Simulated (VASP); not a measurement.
A run of VASP 6.6.1 is set up as follows.

The input INCAR:

```
SYSTEM = HfN
ALGO = Normal
EDIFF = 1E-7
EDIFFG = -0.01
ENCUT = 600
GGA = PS
IBRION = 2
ISIF = 3
ISMEAR = -1
LASPH = .TRUE.
LCHARG = .FALSE.
LREAL = .FALSE.
LWAVE = .FALSE.
NELM = 60
NSW = 60
PREC = Accurate
PSTRESS = 200.0
SIGMA = 0.05
```

Contents of KPOINTS:

```
k-points
0
G
  9 9 9
  0 0 0
```

Contents of POSCAR:

```
HfN
1.0
    0.0000000000      2.4548220000      2.4548220000
    2.4548220000      0.0000000000      2.4548220000
    2.4548220000      2.4548220000      0.0000000000
Hf N
1 1
Direct
    0.0000000000      0.0000000000      0.0000000000
    0.2500000000      0.2500000000      0.2500000000
```

Potentials or basis: VASP PAW PBE potentials, release 64 (Hf_pv, N).

Run with:

```bash
$ cat potpaw_PBE.64/Hf_pv/POTCAR potpaw_PBE.64/N/POTCAR > POTCAR
$ mpirun -np 1 vasp_std > vasp.out
```

Q: What does it give for the relaxed cell?

A: a = 3.344 Å, b = 3.344 Å, c = 3.344 Å, α = 60.00°, β = 60.00°, γ = 60.00°.

Q: Predict the space group after relaxing (to 0.05 Å).

A: F-43m (No. 216).

Q: Estimate the relaxed volume.

A: 13.23 Å³/atom.

Final structure:
```
CELL_PARAMETERS angstrom
0.00000 2.36486 2.36486
2.36486 0.00000 2.36486
2.36486 2.36486 0.00000
ATOMIC_POSITIONS crystal
Hf 0.00000 0.00000 0.00000
N 0.25000 0.25000 0.25000
```

Caveat: the cell is relaxed towards a set pressure, so the enthalpy falls and the energy may rise; the PAW data sets were made with another functional, which shifts forces and pressure a little.
